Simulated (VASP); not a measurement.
# B3Ru5 (P-6m2) in VASP: a series of runs

Runs on B3Ru5. Level: PBE. Tasks: single point.

All numbers are computed with VASP 6.6.1; they aren't measurements. Logs are shortened: lines on timing, memory, paths and dates and some standing lists are left out, and cuts for length are marked.

**1. The cell of the first run**

Symmetry: P-6m2, No. 187, hexagonal system. Conventional cell: a = 2.767 Å, b = 2.767 Å, c = 12.620 Å, α = 90.00°, β = 90.00°, γ = 120.00°. B (site symmetry 3m) has 6 Ru at 2.10 to 2.15 Å and 7 B at 2.77 to 2.86 Å within 2.9 Å. Within 2.9 Å of B (site symmetry -6m2) lie 6 Ru at 2.13 Å and 8 B at 2.77 to 2.86 Å. Ru (site symmetry 3m) has 3 B at 2.10 Å and 10 Ru at 2.63 to 2.81 Å within 2.9 Å. Ru (site symmetry 3m) has 6 B at 2.13 to 2.15 Å and 8 Ru at 2.77 to 2.83 Å within 2.9 Å. Ru (site symmetry -6m2) has 12 Ru at 2.63 to 2.77 Å and 2 B at 3.45 Å within 3.5 Å.

**2. Single point, PBE (10.46 Å³/atom)**

File INCAR:

```
SYSTEM = B3Ru5
ALGO = Fast ; EDIFF = 1E-6
ENCUT = 520 ; GGA = PE
ISIF = 2 ; ISMEAR = 0
LASPH = .True. ; LCHARG = .False.
LREAL = .False. ; LWAVE = .False.
NBANDS = 50 ; NELM = 100
PREC = Accurate ; SIGMA = 0.1
```

File KPOINTS:

```
k-points
0
Gamma
  12 12 4
  0 0 0
```

File POSCAR:

```
B3Ru5
1.0
    2.7665180856      0.0000000000      0.0000000000
   -1.3832590428      2.3958749422      0.0000000000
    0.0000000000      0.0000000000     12.6203135767
B Ru
3 5
Direct
    0.3333333333      0.6666666667      0.7264475229
    0.3333333333      0.6666666667      0.5000000000
    0.3333333333      0.6666666667      0.2735524771
    0.0000000000      0.0000000000      0.8349090363
    0.0000000000      0.0000000000      0.3879439284
    0.0000000000      0.0000000000      0.6120560716
    0.0000000000      0.0000000000      0.1650909637
    0.3333333333      0.6666666667      0.0000000000
```

Potentials or basis: VASP PAW PBE potentials, release 64 (B, Ru_pv).

Run with:

```sh
> cat potpaw_PBE.64/B/POTCAR potpaw_PBE.64/Ru_pv/POTCAR > POTCAR
> mpirun -np 1 vasp_std > vasp.out
```

OUTCAR:

```text
SYSTEM = B3Ru5
   EDIFF = 1E-6
   ENCUT = 520
   GGA = PE
   ISIF = 2
   ISMEAR = 0
   LASPH = .True.
   LREAL = .False.
   NELM = 100
   PREC = Accurate

 ion  position               nearest neighbor table
   1  0.333  0.667  0.726-   4 2.10   4 2.10   4 2.10   6 2.15   6 2.15   6 2.15
   2  0.333  0.667  0.500-   5 2.13   6 2.13   5 2.13   6 2.13   5 2.13   6 2.13
   3  0.333  0.667  0.274-   7 2.10   7 2.10   7 2.10   5 2.15   5 2.15   5 2.15
   4  0.000  0.000  0.835-   1 2.10   1 2.10   1 2.10   8 2.63   8 2.63   8 2.63   6 2.81
   5  0.000  0.000  0.388-   2 2.13   2 2.13   2 2.13   3 2.15   3 2.15   3 2.15   7 2.81   6 2.83

   6  0.000  0.000  0.612-   2 2.13   2 2.13   2 2.13   1 2.15   1 2.15   1 2.15   4 2.81   5 2.83

   7  0.000  0.000  0.165-   3 2.10   3 2.10   3 2.10   8 2.63   8 2.63   8 2.63   5 2.81
   8  0.333  0.667  0.000-   4 2.63   7 2.63   4 2.63   7 2.63   4 2.63   7 2.63

  LATTYP: Found a hexagonal cell.
 ALAT       =     2.7665180856
 C/A-ratio  =     4.5618041112

  Lattice vectors:

 A1 = (   2.7665180856,   0.0000000000,   0.0000000000)
 A2 = (  -1.3832590428,   2.3958749422,   0.0000000000)
 A3 = (   0.0000000000,   0.0000000000,  12.6203135767)

Analysis of symmetry for initial positions (statically):
=====================================================================
 Subroutine PRICEL returns:
 Original cell was already a primitive cell.

 Routine SETGRP: Setting up the symmetry group for a
 hexagonal supercell.

 Subroutine GETGRP returns: Found 12 space group operations
 (whereof 12 operations were pure point group operations)
 out of a pool of 24 trial point group operations.

The static configuration has the point symmetry D_3h.

Analysis of symmetry for dynamics (positions and initial velocities):
=====================================================================
 Subroutine PRICEL returns:
 Original cell was already a primitive cell.

 Routine SETGRP: Setting up the symmetry group for a
 hexagonal supercell.

 Subroutine GETGRP returns: Found 12 space group operations
 (whereof 12 operations were pure point group operations)
 out of a pool of 24 trial point group operations.

The dynamic configuration has the point symmetry D_3h.

 Subroutine INISYM returns: Found 12 space group operations
 (whereof 12 operations are pure point group operations),
 and found     1 'primitive' translations

----------------------------------------------------------------------------------------

                                     Primitive cell

  volume of cell :      83.6504

  direct lattice vectors                    reciprocal lattice vectors
     2.766518086  0.000000000  0.000000000     0.361465195  0.208692028  0.000000000
    -1.383259043  2.395874942  0.000000000     0.000000000  0.417384056  0.000000000
     0.000000000  0.000000000 12.620313577     0.000000000  0.000000000  0.079237334

  length of vectors
     2.766518086  2.766518086 12.620313577     0.417384056  0.417384056  0.079237334

  position of ions in fractional coordinates (direct lattice)
     0.333333333  0.666666667  0.726447523
     0.333333333  0.666666667  0.500000000
     0.333333333  0.666666667  0.273552477
     0.000000000  0.000000000  0.834909036
     0.000000000  0.000000000  0.387943928
     0.000000000  0.000000000  0.612056072
     0.000000000  0.000000000  0.165090964
     0.333333333  0.666666667  0.000000000

  ion indices of the primitive-cell ions
   primitive index   ion index
                 1           1
                 2           2
                 3           3
                 4           4
                 5           5
                 6           6
                 7           7
                 8           8

----------------------------------------------------------------------------------------

 KPOINTS: k-points

Automatic generation of k-mesh.
 Grid dimensions read from file:
 generate k-points for:   12   12    4

 Generating k-lattice:

  Cartesian coordinates                     Fractional coordinates (reciprocal lattice)
     0.030122100  0.017391002  0.000000000     0.083333333  0.000000000  0.000000000
     0.000000000  0.034782005  0.000000000     0.000000000  0.083333333  0.000000000
     0.000000000  0.000000000  0.019809333     0.000000000  0.000000000  0.250000000

  Length of vectors
     0.034782005  0.034782005  0.019809333

  Shift w.r.t. Gamma in fractional coordinates (k-lattice)
     0.000000000  0.000000000  0.000000000

 Subroutine IBZKPT returns following result:
 ===========================================

 Found     57 irreducible k-points:

 Following reciprocal coordinates:
            Coordinates               Weight
  0.000000  0.000000  0.000000      1.000000
  0.083333  0.000000  0.000000      6.000000
  0.166667  0.000000  0.000000      6.000000
  0.250000  0.000000  0.000000      6.000000
  0.333333  0.000000  0.000000      6.000000
  0.416667  0.000000  0.000000      6.000000
[... 16 lines left out ...]
  0.250000  0.000000  0.250000     12.000000
  0.333333  0.000000  0.250000     12.000000
 [... further k-points ...]
   k-points           NKPTS =     57   k-points in BZ     NKDIM =     57   number of bands    NBANDS=     50
   number of dos      NEDOS =    301   number of ions     NIONS =      8
   total plane-waves  NPLWV =  55296
   dimension x,y,z NGX =    24 NGY =   24 NGZ =   96
   dimension x,y,z NGXF=    48 NGYF=   48 NGZF=  192
   ions per type =               3   5
   NGX,Y,Z   is equivalent  to a cutoff of  14.42, 14.42, 12.65 a.u.
   NGXF,Y,Z  is equivalent  to a cutoff of  28.84, 28.84, 25.29 a.u.
 SYSTEM =  B3Ru5
   PREC   = accura    normal or accurate (medium, high low for compatibility)
   ISTART =      0    job   : 0-new  1-cont  2-samecut
   ICHARG =      2    charge: 1-file 2-atom 10-const
   ISPIN  =      1    spin polarized calculation?
   LNONCOLLINEAR =      F non collinear calculations
   LSORBIT =      F    spin-orbit coupling
   LASPH  =      T    aspherical Exc in radial PAW
   ENCUT  =  520.0 eV  38.22 Ry    6.18 a.u.   5.14  5.14 23.47*2*pi/ulx,y,z
   NELM   =    100;   NELMIN=  2; NELMDL= -5     # of ELM steps
   EDIFF  = 0.1E-05   stopping-criterion for ELM
   LREAL  =      F    real-space projection
   EDIFFG = 0.1E-04   stopping-criterion for IOM
   NSW    =      0    number of steps for IOM
   IBRION =     -1    ionic relax: 0-MD 1-quasi-New 2-CG
   NFREE  =      0    steps in history (QN), initial steepest desc. (CG)
   ISIF   =      2    stress and relaxation
   ISYM   =      2    0-nonsym 1-usesym 2-fastsym
   POTIM  = 0.5000    time-step for ionic-motion
   TEBEG  =    0.0;   TEEND  =   0.0 temperature during run
   PSTRESS=    0.0 pullay stress
   NELECT =      79.0000    total number of electrons
   NUPDOWN=      -1.0000    fix difference up-down
   EMIN   =  10.00;   EMAX   =-10.00  energy-range for DOS
   EFERMI =   0.00;   METHOD = LEGACY
   ISMEAR =     0;   SIGMA  =   0.10  broadening in eV -4-tet -1-fermi 0-gaus
   EFERMI_NEDOS =   21; number of points for ismear=-14 and -15
   IALGO  =     68    algorithm
   IMIX   =      4    mixing-type and parameters
     AMIX     =   0.40;   BMIX     =  1.00
     AMIX_MAG =   1.60;   BMIX_MAG =  1.00
  volume/ion in A,a.u.               =      10.46        70.56
  Fermi-wavevector in a.u.,A,eV,Ry     =   1.606181  3.035243 35.100564  2.579819
  Thomas-Fermi vector in A             =   2.702410
   LORBIT       =      0    0 simple, 1 ext, 2 COOP (PROOUT), +10 PAW based schemes
   GGA     = PE    functional components
   LHFCALC =     F    Hartree Fock is set to
   AEXX    =    0.0000 exact exchange contribution
   IVDW    =     0    specifies the selected vdW correction
   LEPSILON=     F    determine dielectric tensor
   LRPA    =     F    only Hartree local field effects (RPA)
 non-spin polarized calculation
 RMM-DIIS sequential band-by-band and
 Gauss-broadening in eV      SIGMA  =   0.10
  energy-cutoff  :      520.00
  volume of cell :       83.65
 maximum number of plane-waves:      2270
 NGX is ok and might be reduce to    24
   NGX = 11   NGY = 11   NGZ = 47

 number of electron      79.0000012 magnetization

 Free energy of the ion-electron system (eV)
  ---------------------------------------------------
  ext. energy  EPLUGINS =         0.00000000
  ---------------------------------------------------
  free energy    TOTEN  =       -67.56079408 eV

  energy without entropy =      -67.53756588  energy(sigma->0) =      -67.54917998

 E-fermi :  12.2971     XC(G=0): -13.9692

 val. band max:       12.2931595463   @ k =   0.2500   0.0000   0.2500
 cond. band min:      12.2974569304   @ k =   0.3333   0.0000   0.0000
 fundamental gap:      0.0042973841
 Fermi energy:        12.2970988949

 k-point     1 :       0.0000    0.0000    0.0000
  band No.  band energies     occupation
      1     -31.2620      2.00000
      2     -31.0719      2.00000
      3     -30.8303      2.00000
      4     -30.7881      2.00000
      5     -30.5032      2.00000
      6     -30.5032      2.00000
[... 42 lines left out ...]
     49      19.1190      0.00000
     50      19.1232      0.00000

 k-point     2 :       0.0833    0.0000    0.0000
  band No.  band energies     occupation
      1     -31.2462      2.00000
      2     -31.0656      2.00000
      3     -30.8247      2.00000
      4     -30.7940      2.00000
      5     -30.5478      2.00000
      6     -30.5302      2.00000
[... 42 lines left out ...]
     49      19.0271      0.00000
     50      19.3697      0.00000

 k-point     3 :       0.1667    0.0000    0.0000
  band No.  band energies     occupation
      1     -31.2029      2.00000
      2     -31.0499      2.00000
      3     -30.8230      2.00000
      4     -30.8114      2.00000
      5     -30.6686      2.00000
      6     -30.6498      2.00000
[... 1102 lines left out ...]
     49      18.3891      0.00000
     50      18.4828      0.00000

 k-point    24 :       0.3333    0.0000    0.2500
  band No.  band energies     occupation
      1     -31.1210      2.00000
      2     -31.0734      2.00000
      3     -30.9916      2.00000
      4     -30.9692      2.00000
      5     -30.9528      2.00000
      6     -30.8484      2.00000
[... 42 lines left out ...]
     49      17.7444      0.00000
     50      19.0226      0.00000

 [... further k-points ...]

------------------------ aborting loop because EDIFF is reached ----------------------------------------

  FORCE on cell =-STRESS in cart. coord.  units (eV):
  Direction    XX          YY          ZZ          XY          YZ          ZX
  --------------------------------------------------------------------------------------
  -------------------------------------------------------------------------------------
  Total       11.1713080     11.1713080     11.2087649      0.0000000     -0.0000000      0.0000000
  in kB      213.9670032    213.9670032    214.6844248      0.0000000     -0.0000000      0.0000000
  external PRESSURE =     214.2061437 kB  Pullay stress =       0.0000000 kB

 VOLUME and BASIS-vectors are now :
 -----------------------------------------------------------------------------
  energy-cutoff  :      520.00
  volume of cell :       83.65
      direct lattice vectors                 reciprocal lattice vectors
     2.766518086  0.000000000  0.000000000     0.361465195  0.208692028  0.000000000
    -1.383259043  2.395874942  0.000000000     0.000000000  0.417384056  0.000000000
     0.000000000  0.000000000 12.620313577     0.000000000  0.000000000  0.079237334

 POSITION                                       TOTAL-FORCE (eV/Angst)
 -----------------------------------------------------------------------------------
     -0.00000      1.59725      9.16800        -0.000000      0.000000     -0.012275
     -0.00000      1.59725      6.31016         0.000000      0.000000      0.000000
     -0.00000      1.59725      3.45232        -0.000000      0.000000      0.012275
      0.00000      0.00000     10.53681         0.000000      0.000000      0.027726
      0.00000      0.00000      4.89597        -0.000000      0.000000      0.000995
      0.00000      0.00000      7.72434        -0.000000      0.000000     -0.000995
      0.00000      0.00000      2.08350        -0.000000      0.000000     -0.027726
     -0.00000      1.59725      0.00000         0.000000     -0.000000      0.000000
 -----------------------------------------------------------------------------------
    total drift:                                0.000000     -0.000000      0.000000

  FREE ENERGIE OF THE ION-ELECTRON SYSTEM (eV)
  ---------------------------------------------------
  free  energy   TOTEN  =       -67.5607940799 eV

  energy  without entropy=      -67.5375658799  energy(sigma->0) =      -67.54917998
```

Run time: 3.3 min. Hardware: 1 thread of Intel Xeon Platinum 8488C (Sapphire Rapids), shared host; peak memory 0.34 GiB.

Results:

```yaml
Free_energy: -67.5608 eV
Pressure: 21.4 GPa
Largest_force: 0.028 eV/Å
Band_gap_on_the_k_mesh: zero (an odd number of electrons rules out a gap without spin polarisation)
```

Forces in eV/Å, atoms in the order of the input:
```
B    0.000  0.000 -0.012
B    0.000  0.000  0.000
B    0.000  0.000  0.012
Ru   0.000  0.000  0.028
Ru   0.000  0.000  0.001
Ru   0.000  0.000 -0.001
Ru   0.000  0.000 -0.028
Ru   0.000  0.000  0.000
```

Levels at points of the mesh, in eV from the Fermi level:
```
           k point  band 35  band 36  band 37  band 38  band 39  band 40  band 41  band 42  band 43  band 44
(0.00, 0.00, 0.00)    -1.92    -1.92    -1.79    -1.79    -0.90    -0.48    -0.48    -0.13    -0.13     0.88
(0.50, 0.00, 0.00)    -0.87    -0.36     0.28     0.34     0.79     1.04     1.06     1.38     1.48     1.86
(0.00, 0.00, 0.50)    -2.23    -2.23    -1.15    -1.15    -1.08    -1.08    -0.95     0.15     0.15     0.83
(0.50, 0.00, 0.50)    -0.66    -0.23    -0.06     0.20     0.92     0.97     1.09     1.36     1.48     1.78
```

Caveat: the cell stands under pressure.

[end of part 1 of 2]
